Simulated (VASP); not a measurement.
# Bi (Fd-3m) in VASP: single point with PBEsol

Aim: the single point of Bi with PBEsol.

All numbers are computed with VASP 6.6.1; they aren't measurements. Logs are shortened: lines on timing, memory, paths and dates and some standing lists are left out, and cuts for length are marked.

### Step 1. The cell of the first run

The structure is cubic, space group Fd-3m (No. 227). Conventional cell: a = 7.171 Å, b = 7.171 Å, c = 7.171 Å, α = 90.00°, β = 90.00°, γ = 90.00°. Within 4.1 Å of Bi (site symmetry -43m) lie 4 Bi at 3.11 Å.

### Step 2. Single point, PBEsol

The input, INCAR:

```
PREC = Accurate ; ENCUT = 520
EDIFF = 1E-6 ; ISMEAR = -1
SIGMA = 0.13605693000000002 ; LREAL = False
LASPH = True ; NELM = 100
ALGO = Normal ; ISIF = 2
LWAVE = False ; LCHARG = False
GGA = PS ; NBANDS = 22
```

The input, KPOINTS:

```
regular mesh
0
Gamma
  8 8 8
```

The input, POSCAR:

```
Bi
1.0
    0.0000000000      3.5857461065      3.5857461065
    3.5857461065      0.0000000000      3.5857461065
    3.5857461065      3.5857461065      0.0000000000
Bi
2
Direct
    0.0000000000      0.0000000000      0.0000000000
    0.2500000000      0.2500000000      0.2500000000
```

Potentials or basis: VASP PAW PBE potentials, release 64 (Bi_d).

Started as:

```console
$ cat potpaw_PBE.64/Bi_d/POTCAR > POTCAR
$ mpirun -np 1 vasp_std > vasp.out
```

OUTCAR:

```text
PREC = Accurate
   ENCUT = 520
   EDIFF = 1E-6
   ISMEAR = -1
   LREAL = False
   LASPH = True
   NELM = 100
   ISIF = 2
   GGA = PS

 ion  position               nearest neighbor table
   1  0.000  0.000  0.000-   2 3.11   2 3.11   2 3.11   2 3.11
   2  0.250  0.250  0.250-   1 3.11   1 3.11   1 3.11   1 3.11

  LATTYP: Found a face centered cubic cell.
 ALAT       =     7.1714922130

  Lattice vectors:

 A1 = (   0.0000000000,   3.5857461065,   3.5857461065)
 A2 = (   3.5857461065,   0.0000000000,   3.5857461065)
 A3 = (   3.5857461065,   3.5857461065,   0.0000000000)

Analysis of symmetry for initial positions (statically):
=====================================================================
 Subroutine PRICEL returns:
 Original cell was already a primitive cell.

 Routine SETGRP: Setting up the symmetry group for a
 face centered cubic supercell.

 Subroutine GETGRP returns: Found 48 space group operations
 (whereof 24 operations were pure point group operations)
 out of a pool of 48 trial point group operations.

The static configuration has the point symmetry T_d .
 The point group associated with its full space group is O_h .

Analysis of symmetry for dynamics (positions and initial velocities):
=====================================================================
 Subroutine PRICEL returns:
 Original cell was already a primitive cell.

 Routine SETGRP: Setting up the symmetry group for a
 face centered cubic supercell.

 Subroutine GETGRP returns: Found 48 space group operations
 (whereof 24 operations were pure point group operations)
 out of a pool of 48 trial point group operations.

The dynamic configuration has the point symmetry T_d .
 The point group associated with its full space group is O_h .

 Subroutine INISYM returns: Found 48 space group operations
 (whereof 24 operations are pure point group operations),
 and found     1 'primitive' translations

----------------------------------------------------------------------------------------

                                     Primitive cell

  volume of cell :      92.2080

  direct lattice vectors                    reciprocal lattice vectors
     0.000000000  3.585746106  3.585746106    -0.139440994  0.139440994  0.139440994
     3.585746106  0.000000000  3.585746106     0.139440994 -0.139440994  0.139440994
     3.585746106  3.585746106  0.000000000     0.139440994  0.139440994 -0.139440994

  length of vectors
     5.071010775  5.071010775  5.071010775     0.241518886  0.241518886  0.241518886

  position of ions in fractional coordinates (direct lattice)
     0.000000000  0.000000000  0.000000000
     0.250000000  0.250000000  0.250000000

  ion indices of the primitive-cell ions
   primitive index   ion index
                 1           1
                 2           2

----------------------------------------------------------------------------------------

 KPOINTS: regular mesh

Automatic generation of k-mesh.
 Grid dimensions read from file:
 generate k-points for:    8    8    8

 Generating k-lattice:

  Cartesian coordinates                     Fractional coordinates (reciprocal lattice)
    -0.017430124  0.017430124  0.017430124     0.125000000  0.000000000  0.000000000
     0.017430124 -0.017430124  0.017430124     0.000000000  0.125000000  0.000000000
     0.017430124  0.017430124 -0.017430124     0.000000000  0.000000000  0.125000000

  Length of vectors
     0.030189861  0.030189861  0.030189861

  Shift w.r.t. Gamma in fractional coordinates (k-lattice)
     0.000000000  0.000000000  0.000000000

 Subroutine IBZKPT returns following result:
 ===========================================

 Found     29 irreducible k-points:

 Following reciprocal coordinates:
            Coordinates               Weight
  0.000000  0.000000  0.000000      1.000000
  0.125000  0.000000  0.000000      8.000000
  0.250000  0.000000  0.000000      8.000000
  0.375000  0.000000  0.000000      8.000000
  0.500000  0.000000  0.000000      4.000000
  0.125000  0.125000  0.000000      6.000000
[... 16 lines left out ...]
  0.500000  0.250000  0.125000     48.000000
 -0.375000  0.250000  0.125000     24.000000
 [... further k-points ...]
   k-points           NKPTS =     29   k-points in BZ     NKDIM =     29   number of bands    NBANDS=     22
   number of dos      NEDOS =    301   number of ions     NIONS =      2
   total plane-waves  NPLWV =  64000
   dimension x,y,z NGX =    40 NGY =   40 NGZ =   40
   dimension x,y,z NGXF=    80 NGYF=   80 NGZF=   80
   ions per type =               2
   NGX,Y,Z   is equivalent  to a cutoff of  13.11, 13.11, 13.11 a.u.
   NGXF,Y,Z  is equivalent  to a cutoff of  26.23, 26.23, 26.23 a.u.
 SYSTEM =  unknown system
   PREC   = accura    normal or accurate (medium, high low for compatibility)
   ISTART =      0    job   : 0-new  1-cont  2-samecut
   ICHARG =      2    charge: 1-file 2-atom 10-const
   ISPIN  =      1    spin polarized calculation?
   LNONCOLLINEAR =      F non collinear calculations
   LSORBIT =      F    spin-orbit coupling
   LASPH  =      T    aspherical Exc in radial PAW
   ENCUT  =  520.0 eV  38.22 Ry    6.18 a.u.   9.43  9.43  9.43*2*pi/ulx,y,z
   NELM   =    100;   NELMIN=  2; NELMDL= -5     # of ELM steps
   EDIFF  = 0.1E-05   stopping-criterion for ELM
   LREAL  =      F    real-space projection
   EDIFFG = 0.1E-04   stopping-criterion for IOM
   NSW    =      0    number of steps for IOM
   IBRION =     -1    ionic relax: 0-MD 1-quasi-New 2-CG
   NFREE  =      0    steps in history (QN), initial steepest desc. (CG)
   ISIF   =      2    stress and relaxation
   ISYM   =      2    0-nonsym 1-usesym 2-fastsym
   POTIM  = 0.5000    time-step for ionic-motion
   TEBEG  =    0.0;   TEEND  =   0.0 temperature during run
   PSTRESS=    0.0 pullay stress
   NELECT =      30.0000    total number of electrons
   NUPDOWN=      -1.0000    fix difference up-down
   EMIN   =  10.00;   EMAX   =-10.00  energy-range for DOS
   EFERMI =   0.00;   METHOD = LEGACY
   ISMEAR =    -1;   SIGMA  =   0.14  broadening in eV -4-tet -1-fermi 0-gaus
   EFERMI_NEDOS =   21; number of points for ismear=-14 and -15
   IALGO  =     38    algorithm
   IMIX   =      4    mixing-type and parameters
     AMIX     =   0.40;   BMIX     =  1.00
     AMIX_MAG =   1.60;   BMIX_MAG =  1.00
  volume/ion in A,a.u.               =      46.10       311.13
  Fermi-wavevector in a.u.,A,eV,Ry     =   1.125967  2.127769 17.249493  1.267802
  Thomas-Fermi vector in A             =   2.262647
   LORBIT       =      0    0 simple, 1 ext, 2 COOP (PROOUT), +10 PAW based schemes
   GGA     = PS    functional components
   LHFCALC =     F    Hartree Fock is set to
   AEXX    =    0.0000 exact exchange contribution
   IVDW    =     0    specifies the selected vdW correction
   LEPSILON=     F    determine dielectric tensor
   LRPA    =     F    only Hartree local field effects (RPA)
 non-spin polarized calculation
  energy-cutoff  :      520.00
  volume of cell :       92.21
 maximum number of plane-waves:      2509
 NGX is ok and might be reduce to    40
   NGX = 19   NGY = 19   NGZ = 19

 number of electron      30.0000004 magnetization

 Free energy of the ion-electron system (eV)
  ---------------------------------------------------
  ext. energy  EPLUGINS =         0.00000000
  ---------------------------------------------------
  free energy    TOTEN  =        -8.08883365 eV

  energy without entropy =       -8.01574295  energy(sigma->0) =       -8.05228830

 E-fermi :   3.7665     XC(G=0):  -8.2622

 val. band max:        3.6478655433   @ k =  -0.3750   0.3750   0.1250
 cond. band min:       3.8076811956   @ k =  -0.3750   0.5000   0.1250
 fundamental gap:      0.1598156522
 Fermi energy:         3.7664634139

 k-point     1 :       0.0000    0.0000    0.0000
  band No.  band energies     occupation
      1     -18.9847      2.00000
      2     -18.9847      2.00000
      3     -18.9847      2.00000
      4     -18.9385      2.00000
      5     -18.9385      2.00000
      6     -18.7528      2.00000
[... 14 lines left out ...]
     21      10.7802      0.00000
     22      11.1082      0.00000

 k-point     2 :       0.1250    0.0000    0.0000
  band No.  band energies     occupation
      1     -18.9906      2.00000
      2     -18.9906      2.00000
      3     -18.9821      2.00000
      4     -18.9303      2.00000
      5     -18.9303      2.00000
      6     -18.7653      2.00000
[... 14 lines left out ...]
     21      10.1229      0.00000
     22      10.6793      0.00000

 k-point     3 :       0.2500    0.0000    0.0000
  band No.  band energies     occupation
      1     -18.9998      2.00000
      2     -18.9998      2.00000
      3     -18.9752      2.00000
      4     -18.9157      2.00000
      5     -18.9157      2.00000
      6     -18.7802      2.00000
[... 14 lines left out ...]
     21       9.8819      0.00000
     22      10.5834      0.00000

 k-point     4 :       0.3750    0.0000    0.0000
  band No.  band energies     occupation
      1     -19.0057      2.00000
      2     -19.0057      2.00000
      3     -18.9678      2.00000
      4     -18.9049      2.00000
      5     -18.9049      2.00000
      6     -18.7899      2.00000
[... 14 lines left out ...]
     21      10.2911      0.00000
     22      10.9043      0.00000

 k-point     5 :       0.5000    0.0000    0.0000
  band No.  band energies     occupation
      1     -19.0076      2.00000
      2     -19.0076      2.00000
      3     -18.9645      2.00000
      4     -18.9012      2.00000
      5     -18.9012      2.00000
      6     -18.7931      2.00000
[... 417 lines left out ...]
 k-point    22 :       0.3750    0.2500    0.1250
  band No.  band energies     occupation
      1     -19.0091      2.00000
      2     -19.0082      2.00000
      3     -18.9644      2.00000
      4     -18.9084      2.00000
      5     -18.8877      2.00000
      6     -18.8182      2.00000
[... 14 lines left out ...]
     21      10.6464      0.00000
     22      12.2801      0.00000

 k-point    23 :       0.5000    0.2500    0.1250
  band No.  band energies     occupation
      1     -19.0207      2.00000
      2     -19.0135      2.00000
      3     -18.9440      2.00000
      4     -18.8948      2.00000
      5     -18.8758      2.00000
      6     -18.8283      2.00000
[... 14 lines left out ...]
     21      10.8944      0.00000
     22      11.6160      0.00000

 k-point    24 :      -0.3750    0.2500    0.1250
  band No.  band energies     occupation
      1     -19.0252      2.00000
      2     -19.0153      2.00000
      3     -18.9341      2.00000
      4     -18.8849      2.00000
      5     -18.8760      2.00000
      6     -18.8262      2.00000
[... 14 lines left out ...]
     21      10.9565      0.00000
     22      11.2701      0.00000

 [... further k-points ...]
[... 5 lines left out ...]
  --------------------------------------------------------------------------------------
  -------------------------------------------------------------------------------------
  Total       -0.0467194     -0.0467194     -0.0467194     -0.0000000      0.0000000     -0.0000000
  in kB       -0.8117813     -0.8117813     -0.8117813     -0.0000000      0.0000000     -0.0000000
  external PRESSURE =      -0.8117813 kB  Pullay stress =       0.0000000 kB

 VOLUME and BASIS-vectors are now :
 -----------------------------------------------------------------------------
  energy-cutoff  :      520.00
  volume of cell :       92.21
      direct lattice vectors                 reciprocal lattice vectors
     0.000000000  3.585746106  3.585746106    -0.139440994  0.139440994  0.139440994
     3.585746106  0.000000000  3.585746106     0.139440994 -0.139440994  0.139440994
     3.585746106  3.585746106  0.000000000     0.139440994  0.139440994 -0.139440994

 POSITION                                       TOTAL-FORCE (eV/Angst)
 -----------------------------------------------------------------------------------
      0.00000      0.00000      0.00000         0.000000      0.000000      0.000000
      1.79287      1.79287      1.79287        -0.000000     -0.000000     -0.000000
 -----------------------------------------------------------------------------------
    total drift:                               -0.000000     -0.000000      0.000000

  FREE ENERGIE OF THE ION-ELECTRON SYSTEM (eV)
  ---------------------------------------------------
  free  energy   TOTEN  =        -8.0888336546 eV

  energy  without entropy=       -8.0157429479  energy(sigma->0) =       -8.05228830
```

It took 25 s on 1 thread of Intel Xeon 6975P-C (Granite Rapids), shared host; peak memory 0.25 GiB.

Results:

- Free energy: -8.0888 eV
- Pressure: -0.1 GPa
- Band gap on the k mesh: zero (band 15 reaches 4.42 eV, above the bottom of band 16 at 3.33 eV)

Caveat: the PAW data sets were made with another functional, which shifts forces and pressure a little; spin-orbit coupling is left out, which moves the levels of the heavy elements.
